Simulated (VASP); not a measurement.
# ZnS (Wurtzite-2H) (P1) in VASP: a series of runs

ZnS (Wurtzite-2H) is run at these levels: r2SCAN; tasks: single point.

Everything below comes from runs of VASP 6.6.1. Logs are shortened: lines on timing, memory, paths and dates and some standing lists are left out, and cuts for length are marked.

## 1. The cell of the first run

The typed cell holds 4 atoms: a = 3.811 Å, b = 3.811 Å, c = 6.234 Å, α = 90.00°, β = 90.00°, γ = 120.00°.

## 2. Single point, r2SCAN

File POSCAR:

```
ZnS
1.0
    3.8110000000      0.0000000000      0.0000000000
   -1.9055000000      3.3004228100      0.0000000000
    0.0000000000      0.0000000000      6.2340000000
Zn S
2 2
Direct
    0.3244109071      0.6581685847      0.0049862454
    0.6680480424      0.3361960749      0.5020783891
    0.3393202157      0.6876893057      0.3728076668
    0.6760582590      0.3238028530      0.8827852310
```

File INCAR.step1:

```
SYSTEM = ZnS
PREC = Accurate ; ENCUT = 550
ISMEAR = 0 ; SIGMA = 0.1
LREAL = .False. ; LASPH = .True.
NELM = 120 ; NBANDS = 26
GGA = PE ; ALGO = Normal
EDIFF = 1E-5 ; LWAVE = .True.
LCHARG = .False. ; GGA_COMPAT = .False.
```

File INCAR.step2:

```
SYSTEM = ZnS
PREC = Accurate ; ENCUT = 550
EDIFF = 1E-6 ; ISMEAR = 0
SIGMA = 0.1 ; LREAL = .False.
LASPH = .True. ; NELM = 120
ALGO = Normal ; ISIF = 2
LWAVE = .False. ; LCHARG = .True.
METAGGA = R2SCAN ; LMIXTAU = .True.
LELF = .True. ; LVHAR = .True.
NBANDS = 26 ; ISTART = 1
GGA_COMPAT = .False.
```

File KPOINTS:

```
regular mesh
0
Gamma
  2 2 1
  0 0 0
```

Potentials or basis: VASP PAW PBE potentials, release 64 (Zn, S).

Launch:

```
cat potpaw_PBE.64/Zn/POTCAR potpaw_PBE.64/S/POTCAR > POTCAR
cp INCAR.step1 INCAR
mpirun -np 1 vasp_std > vasp.out
cp INCAR.step2 INCAR
mpirun -np 1 vasp_std > vasp.out
```

OUTCAR:

```text
SYSTEM = ZnS
   PREC = Accurate
   ENCUT = 550
   EDIFF = 1E-6
   ISMEAR = 0
   LREAL = .False.
   LASPH = .True.
   NELM = 120
   ISIF = 2
   METAGGA = R2SCAN
   ISTART = 1

 ion  position               nearest neighbor table
   1  0.324  0.658  0.005-   4 2.27   3 2.30   4 2.33   4 2.39
   2  0.668  0.336  0.502-   3 2.29   3 2.36   4 2.37   3 2.39
   3  0.339  0.688  0.373-   2 2.29   1 2.30   2 2.36   2 2.39
   4  0.676  0.324  0.883-   1 2.27   1 2.33   2 2.37   1 2.39

  LATTYP: Found a hexagonal cell.
 ALAT       =     3.8110000000
 C/A-ratio  =     1.6357911309

  Lattice vectors:

 A1 = (   3.8110000000,   0.0000000000,   0.0000000000)
 A2 = (  -1.9055000000,   3.3004228100,   0.0000000000)
 A3 = (   0.0000000000,   0.0000000000,   6.2340000000)

Analysis of symmetry for initial positions (statically):
=====================================================================
 Subroutine PRICEL returns:
 Original cell was already a primitive cell.

 Routine SETGRP: Setting up the symmetry group for a
 hexagonal supercell.

 Subroutine GETGRP returns: Found  1 space group operations
 (whereof  1 operations were pure point group operations)
 out of a pool of 24 trial point group operations.

The static configuration has the point symmetry C_1 .

Analysis of symmetry for dynamics (positions and initial velocities):
=====================================================================
 Subroutine PRICEL returns:
 Original cell was already a primitive cell.

 Routine SETGRP: Setting up the symmetry group for a
 hexagonal supercell.

 Subroutine GETGRP returns: Found  1 space group operations
 (whereof  1 operations were pure point group operations)
 out of a pool of 24 trial point group operations.

The dynamic configuration has the point symmetry C_1 .

 Subroutine INISYM returns: Found  1 space group operations
 (whereof  1 operations are pure point group operations),
 and found     1 'primitive' translations

----------------------------------------------------------------------------------------

                                     Primitive cell

  volume of cell :      78.4107

  direct lattice vectors                    reciprocal lattice vectors
     3.811000000  0.000000000  0.000000000     0.262398321  0.151495741  0.000000000
    -1.905500000  3.300422810  0.000000000     0.000000000  0.302991482  0.000000000
     0.000000000  0.000000000  6.234000000     0.000000000  0.000000000  0.160410651

  length of vectors
     3.811000000  3.810999997  6.234000000     0.302991482  0.302991482  0.160410651

  position of ions in fractional coordinates (direct lattice)
     0.324410907  0.658168585  0.004986245
     0.668048042  0.336196075  0.502078389
     0.339320216  0.687689306  0.372807667
     0.676058259  0.323802853  0.882785231

  ion indices of the primitive-cell ions
   primitive index   ion index
                 1           1
                 2           2
                 3           3
                 4           4

----------------------------------------------------------------------------------------

 KPOINTS: regular mesh

Automatic generation of k-mesh.
 Grid dimensions read from file:
 generate k-points for:    2    2    1

 Generating k-lattice:

  Cartesian coordinates                     Fractional coordinates (reciprocal lattice)
     0.131199160  0.075747871  0.000000000     0.500000000  0.000000000  0.000000000
     0.000000000  0.151495741  0.000000000     0.000000000  0.500000000  0.000000000
     0.000000000  0.000000000  0.160410651     0.000000000  0.000000000  1.000000000

  Length of vectors
     0.151495741  0.151495741  0.160410651

  Shift w.r.t. Gamma in fractional coordinates (k-lattice)
     0.000000000  0.000000000  0.000000000

 Subroutine IBZKPT returns following result:
 ===========================================

 Found      4 irreducible k-points:

 Following reciprocal coordinates:
            Coordinates               Weight
  0.000000  0.000000  0.000000      1.000000
  0.500000  0.000000  0.000000      1.000000
  0.000000  0.500000  0.000000      1.000000
  0.500000  0.500000  0.000000      1.000000
   k-points           NKPTS =      4   k-points in BZ     NKDIM =      4   number of bands    NBANDS=     26
   number of dos      NEDOS =    301   number of ions     NIONS =      4
   total plane-waves  NPLWV =  43200
   dimension x,y,z NGX =    30 NGY =   30 NGZ =   48
   dimension x,y,z NGXF=    60 NGYF=   60 NGZF=   96
   ions per type =               2   2
   NGX,Y,Z   is equivalent  to a cutoff of  13.09, 13.09, 12.80 a.u.
   NGXF,Y,Z  is equivalent  to a cutoff of  26.17, 26.17, 25.60 a.u.
 SYSTEM =  ZnS
   PREC   = accura    normal or accurate (medium, high low for compatibility)
   ISTART =      1    job   : 0-new  1-cont  2-samecut
   ICHARG =      0    charge: 1-file 2-atom 10-const
   ISPIN  =      1    spin polarized calculation?
   LNONCOLLINEAR =      F non collinear calculations
   LSORBIT =      F    spin-orbit coupling
   LASPH  =      T    aspherical Exc in radial PAW
   ENCUT  =  550.0 eV  40.42 Ry    6.36 a.u.   7.29  7.29 11.92*2*pi/ulx,y,z
   NELM   =    120;   NELMIN=  2; NELMDL=  0     # of ELM steps
   EDIFF  = 0.1E-05   stopping-criterion for ELM
   LREAL  =      F    real-space projection
   EDIFFG = 0.1E-04   stopping-criterion for IOM
   NSW    =      0    number of steps for IOM
   IBRION =     -1    ionic relax: 0-MD 1-quasi-New 2-CG
   NFREE  =      0    steps in history (QN), initial steepest desc. (CG)
   ISIF   =      2    stress and relaxation
   ISYM   =      2    0-nonsym 1-usesym 2-fastsym
   POTIM  = 0.5000    time-step for ionic-motion
   TEBEG  =    0.0;   TEEND  =   0.0 temperature during run
   PSTRESS=    0.0 pullay stress
   NELECT =      36.0000    total number of electrons
   NUPDOWN=      -1.0000    fix difference up-down
   EMIN   =  10.00;   EMAX   =-10.00  energy-range for DOS
   EFERMI =   0.00;   METHOD = LEGACY
   ISMEAR =     0;   SIGMA  =   0.10  broadening in eV -4-tet -1-fermi 0-gaus
   EFERMI_NEDOS =   21; number of points for ismear=-14 and -15
   IALGO  =     38    algorithm
   IMIX   =      4    mixing-type and parameters
     AMIX     =   0.40;   BMIX     =  1.00
     AMIX_MAG =   1.60;   BMIX_MAG =  1.00
  volume/ion in A,a.u.               =      19.60       132.29
  Fermi-wavevector in a.u.,A,eV,Ry     =   1.262943  2.386617 21.701647  1.595026
  Thomas-Fermi vector in A             =   2.396326
   LORBIT       =      0    0 simple, 1 ext, 2 COOP (PROOUT), +10 PAW based schemes
   METAGGA = R2SCAN    functional components
   LHFCALC =     F    Hartree Fock is set to
   AEXX    =    0.0000 exact exchange contribution
   IVDW    =     0    specifies the selected vdW correction
   LEPSILON=     F    determine dielectric tensor
   LRPA    =     F    only Hartree local field effects (RPA)
 non-spin polarized calculation
 Gauss-broadening in eV      SIGMA  =   0.10
  energy-cutoff  :      550.00
  volume of cell :       78.41
 maximum number of plane-waves:      2297
 NGX is ok and might be reduce to    30
   NGX = 15   NGY = 15   NGZ = 23

 number of electron      36.0000008 magnetization

 Free energy of the ion-electron system (eV)
  ---------------------------------------------------
  ext. energy  EPLUGINS =         0.00000000
  ---------------------------------------------------
  free energy    TOTEN  =       -36.70228601 eV

  energy without entropy =      -36.70228601  energy(sigma->0) =      -36.70228601

 E-fermi :   2.5616     XC(G=0): -10.2669

 val. band max:        2.0373987729   @ k =   0.0000   0.0000   0.0000
 cond. band min:       4.7599546236   @ k =   0.0000   0.0000   0.0000
 fundamental gap:      2.7225558507
 Fermi energy:         2.5615919412

 k-point     1 :       0.0000    0.0000    0.0000
  band No.  band energies     occupation
      1     -11.7082      2.00000
      2     -10.7203      2.00000
      3      -4.6922      2.00000
      4      -4.6532      2.00000
      5      -4.6227      2.00000
      6      -4.5653      2.00000
      7      -4.5209      2.00000
      8      -4.1746      2.00000
      9      -4.1706      2.00000
     10      -4.0972      2.00000
     11      -4.0905      2.00000
     12      -3.9346      2.00000
     13      -3.4730      2.00000
     14       0.9798      2.00000
     15       1.1902      2.00000
     16       1.9479      2.00000
     17       2.0124      2.00000
     18       2.0374      2.00000
     19       4.7600      0.00000
     20       5.5721      0.00000
     21       8.6985      0.00000
     22       8.7947      0.00000
     23       9.0455      0.00000
     24       9.9801      0.00000
     25      10.4470      0.00000
     26      11.8492      0.00000

 k-point     2 :       0.5000    0.0000    0.0000
  band No.  band energies     occupation
      1     -10.7419      2.00000
      2     -10.4043      2.00000
      3      -4.6229      2.00000
      4      -4.5233      2.00000
      5      -4.4103      2.00000
      6      -4.3516      2.00000
      7      -4.3094      2.00000
      8      -4.2758      2.00000
      9      -4.1033      2.00000
     10      -4.0546      2.00000
     11      -3.9737      2.00000
     12      -3.9558      2.00000
     13      -2.9798      2.00000
     14      -2.2138      2.00000
     15      -1.3286      2.00000
     16      -0.2903      2.00000
     17       0.2364      2.00000
     18       1.1115      2.00000
     19       6.0141      0.00000
     20       6.7874      0.00000
     21       7.4452      0.00000
     22       9.2827      0.00000
     23      10.0184      0.00000
     24      10.9005      0.00000
     25      11.6236      0.00000
     26      14.1122      0.00000

 k-point     3 :       0.0000    0.5000    0.0000
  band No.  band energies     occupation
      1     -10.7140      2.00000
      2     -10.4334      2.00000
      3      -4.6166      2.00000
      4      -4.5160      2.00000
      5      -4.4027      2.00000
      6      -4.3506      2.00000
      7      -4.3068      2.00000
      8      -4.2834      2.00000
      9      -4.1046      2.00000
     10      -4.0517      2.00000
     11      -3.9817      2.00000
     12      -3.9599      2.00000
     13      -2.9029      2.00000
     14      -2.3267      2.00000
     15      -1.2754      2.00000
     16      -0.2951      2.00000
     17       0.1607      2.00000
     18       1.1187      2.00000
     19       5.9952      0.00000
     20       6.8588      0.00000
     21       7.6863      0.00000
     22       9.3191      0.00000
     23       9.8216      0.00000
     24      10.8620      0.00000
     25      11.4609      0.00000
     26      14.1687      0.00000

 k-point     4 :       0.5000    0.5000    0.0000
  band No.  band energies     occupation
      1     -10.8008      2.00000
      2     -10.3697      2.00000
      3      -4.6348      2.00000
      4      -4.5702      2.00000
      5      -4.4230      2.00000
      6      -4.3737      2.00000
      7      -4.3666      2.00000
      8      -4.2272      2.00000
      9      -4.1027      2.00000
     10      -4.0503      2.00000
     11      -3.9524      2.00000
     12      -3.9384      2.00000
     13      -2.9327      2.00000
     14      -2.0256      2.00000
     15      -1.4656      2.00000
     16      -0.3170      2.00000
     17       0.4591      2.00000
     18       1.1136      2.00000
     19       5.9135      0.00000
     20       6.5987      0.00000
     21       7.1258      0.00000
     22       9.2879      0.00000
     23      10.2312      0.00000
     24      10.8708      0.00000
     25      11.8137      0.00000
     26      14.1202      0.00000

------------------------ aborting loop because EDIFF is reached ----------------------------------------

  FORCE on cell =-STRESS in cart. coord.  units (eV):
  Direction    XX          YY          ZZ          XY          YZ          ZX
  --------------------------------------------------------------------------------------
  -------------------------------------------------------------------------------------
  Total        2.4434107      3.2356929     -2.7533963      0.5261901      0.3065617      0.2324781
  in kB       49.9265693     66.1153876    -56.2605516     10.7517199      6.2640193      4.7502592
  external PRESSURE =      19.9271351 kB  Pullay stress =       0.0000000 kB

 VOLUME and BASIS-vectors are now :
 -----------------------------------------------------------------------------
  energy-cutoff  :      550.00
  volume of cell :       78.41
      direct lattice vectors                 reciprocal lattice vectors
     3.811000000  0.000000000  0.000000000     0.262398321  0.151495741  0.000000000
    -1.905500000  3.300422810  0.000000000     0.000000000  0.302991482  0.000000000
     0.000000000  0.000000000  6.234000000     0.000000000  0.000000000  0.160410651

 POSITION                                       TOTAL-FORCE (eV/Angst)
 -----------------------------------------------------------------------------------
     -0.01781      2.17223      0.03108         0.443174      0.039710     -0.052464
      1.90531      1.10959      3.12996        -0.060575      0.370188      0.231786
     -0.01724      2.26967      2.32408         0.136605     -0.474035      0.286961
      1.95945      1.06869      5.50328        -0.519205      0.064138     -0.466282
 -----------------------------------------------------------------------------------
    total drift:                                0.010560      0.001158      0.010467

  FREE ENERGIE OF THE ION-ELECTRON SYSTEM (eV)
  ---------------------------------------------------
  free  energy   TOTEN  =       -36.7022860066 eV

  energy  without entropy=      -36.7022860066  energy(sigma->0) =      -36.70228601
```

Wall time 83 s (1 thread of AMD EPYC 7R13, shared host); peak memory 0.18 GiB.

What came out:

- Free energy: -36.7023 eV
- Pressure: 2.0 GPa
- Largest force: 0.701 eV/Å
- Band gap on the k mesh: 2.72 eV, direct

Forces in eV/Å, atoms in the order of the input:
```
Zn   0.443  0.040 -0.052
Zn  -0.061  0.370  0.232
S    0.137 -0.474  0.287
S   -0.519  0.064 -0.466
```

Caveat: the k points lie up to 1.01 Å⁻¹ apart; the PAW data sets were made with another functional, which shifts forces and pressure a little. r2SCAN opens gaps a little over a GGA but as a rule still falls short of measured ones.

## 3. Single point, r2SCAN

File POSCAR:

```
ZnS
1.0
    3.8110000000      0.0000000000      0.0000000000
   -1.9055000000      3.3004228100      0.0000000000
    0.0000000000      0.0000000000      6.2340000000
Zn S
2 2
Direct
    0.3237513102      0.6574678669      0.0054158935
    0.6681900492      0.3365122241      0.5022959984
    0.3397701563      0.6892359533      0.3718121384
    0.6766638407      0.3230404566      0.8824607783
```

File INCAR.step1:

```
SYSTEM = ZnS
PREC     = Accurate       ! precision mode
ENCUT    = 550            ! plane-wave cutoff, eV
ISMEAR   = 0              ! smearing method
SIGMA    = 0.1            ! smearing width, eV
LREAL    = .FALSE.        ! projectors in reciprocal space
LASPH    = .TRUE.         ! aspherical terms in the spheres
NELM     = 120            ! most SCF steps
NBANDS   = 26             ! bands
GGA      = PE             ! functional
ALGO     = Normal         ! electronic algorithm
EDIFF    = 1E-5           ! SCF threshold, eV
LWAVE    = .TRUE.         ! write WAVECAR
LCHARG   = .FALSE.        ! write CHGCAR
GGA_COMPAT= .FALSE.
```

File INCAR.step2:

```
SYSTEM = ZnS
PREC     = Accurate       ! precision mode
ENCUT    = 550            ! plane-wave cutoff, eV
EDIFF    = 1E-6           ! SCF threshold, eV
ISMEAR   = 0              ! smearing method
SIGMA    = 0.1            ! smearing width, eV
LREAL    = .FALSE.        ! projectors in reciprocal space
LASPH    = .TRUE.         ! aspherical terms in the spheres
NELM     = 120            ! most SCF steps
ALGO     = Normal         ! electronic algorithm
ISIF     = 2              ! what is computed and relaxed
LWAVE    = .FALSE.        ! write WAVECAR
LCHARG   = .FALSE.        ! write CHGCAR
METAGGA  = R2SCAN         ! meta-GGA
LMIXTAU  = .TRUE.       
NBANDS   = 26             ! bands
ISTART   = 1            
GGA_COMPAT= .FALSE.
```

File KPOINTS:

```
regular mesh
0
G
  2 2 1
  0 0 0
```

Potentials or basis: VASP PAW PBE potentials, release 64 (Zn, S).

Launch:

```
cat potpaw_PBE.64/Zn/POTCAR potpaw_PBE.64/S/POTCAR > POTCAR
cp INCAR.step1 INCAR
mpirun -np 1 vasp_std > vasp.out
cp INCAR.step2 INCAR
mpirun -np 1 vasp_std > vasp.out
```

Wall time 1.7 min (1 thread of AMD EPYC 7R13, shared host); peak memory 0.17 GiB.

It converged, with:

```
Free energy            : -36.6963 eV
Pressure               : 2.0 GPa
Largest force          : 0.725 eV/Å
Band gap on the k mesh : 2.72 eV, direct
```

Forces in eV/Å, atoms in the order of the input:
```
Zn   0.469  0.044 -0.100
Zn  -0.062  0.392  0.215
S    0.144 -0.501  0.352
S   -0.550  0.065 -0.467
```

Stress tensor (GPa, compression positive):
```
 4.90  1.13  0.51
 1.13  6.60  0.68
 0.51  0.68 -5.39
```

Levels at points of the mesh, in eV from the valence-band top:
```
           k point  band 14  band 15  band 16  band 17  band 18  band 19  band 20  band 21  band 22  band 23
(0.00, 0.00, 0.00)    -1.07    -0.85    -0.10    -0.03     0.00     2.72     3.54     6.66     6.76     7.00
(0.50, 0.00, 0.00)    -4.24    -3.38    -2.33    -1.82    -0.92     3.98     4.75     5.40     7.22     7.98
(0.00, 0.50, 0.00)    -4.37    -3.32    -2.33    -1.90    -0.91     3.96     4.83     5.66     7.26     7.77
(0.50, 0.50, 0.00)    -4.04    -3.52    -2.36    -1.58    -0.91     3.87     4.55     5.06     7.23     8.20
```

Caveat: the k points lie up to 1.01 Å⁻¹ apart; the PAW data sets were made with another functional, which shifts forces and pressure a little.
